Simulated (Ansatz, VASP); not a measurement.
## One calculation of Li2ClF, two programs

File POSCAR:

```
Li2ClF
1.0
    1.6271951910      0.9394615815      5.2105862164
   -1.6271951910      0.9394615815      5.2105862164
    0.0000000000     -1.8789231632      5.2105862163
F Cl Li
1 1 2
Direct
    1.0000000000      0.0000000000      0.0000000000
    0.5000000000      0.5000000000      0.5000000000
    0.2633593308      0.2633593308      0.2633593308
    0.7366406692      0.7366406692      0.7366406692
```

The input INCAR.step1:

```
SYSTEM = Li2ClF
  PREC = Accurate
  ENCUT = 520
  ISMEAR = 0
  SIGMA = 0.01
  LREAL = .False.
  LASPH = .True.
  NELM = 80
  NBANDS = 18
  GGA = PE
  ALGO = Normal
  EDIFF = 1E-4
  LWAVE = .True.
  LCHARG = .False.
```

The input INCAR.step2:

```
SYSTEM = Li2ClF
  PREC = Accurate
  ENCUT = 520
  EDIFF = 1E-7
  ISMEAR = 0
  SIGMA = 0.01
  LREAL = .False.
  LASPH = .True.
  NELM = 80
  ALGO = Normal
  ISIF = 2
  LWAVE = .False.
  LCHARG = .False.
  METAGGA = R2SCAN
  LMIXTAU = .True.
  NBANDS = 18
  ISTART = 1
```

File KPOINTS:

```
Automatic mesh
0
Gamma
  8 8 8
  0 0 0
```

Input for Ansatz:

```yaml
crystal:
  lattice:
    - [1.627195191, 0.9394615815, 5.2105862164]
    - [-1.627195191, 0.9394615815, 5.2105862164]
    - [0.0, -1.8789231632, 5.2105862163]
  atoms:
    - { symbol: F, position: [1.0, 0.0, 0.0] }
    - { symbol: Cl, position: [0.5, 0.5, 0.5] }
    - { symbol: Li, position: [0.2633593308, 0.2633593308, 0.2633593308] }
    - { symbol: Li, position: [0.7366406692, 0.7366406692, 0.7366406692] }
kpoints:
  mp_grid: { grid: [8, 8, 8] }
hamiltonian:
  xc: r2scan
scf:
  occupations: { method: fixed }
  n_extra_bands: 5
output:
  forces: true
  stress: true
  eigenvalues: true
```

Alike in both runs: task single point; functional r2SCAN; k mesh 8 × 8 × 8; no spin polarisation.

|  | VASP | Ansatz |
| --- | --- | --- |
| version | VASP 6.6.1 | Ansatz 0.2.0 |
| potentials or method | VASP PAW PBE potentials, release 64 (F, Cl, Li_sv) | plane waves, PAW |
| plane-wave cutoff (eV) | 520 | 500 |
| occupations | gaussian, width 0.01 eV | fixed |
| valence electrons in the cell | 20 | 20 |

Ansatz gave:

| Quantity | Value |
| --- | --- |
| gap on the k mesh at the Fermi level (eV) | 5.63 |
| rms of the force components (eV/Å) | 0.013 |

Q: Which values does VASP return?

A: gap on the k mesh at the Fermi level (eV): 5.71; rms of the force components (eV/Å): 0.012.

VASP's potentials were made for PBE, not for r2SCAN. Atom by atom the forces differ by 0.001 eV/Å (rms over components).

Noted on VASP's run: the cutoff is under 1.25 times that of the potentials, so the pressure is a little rough.
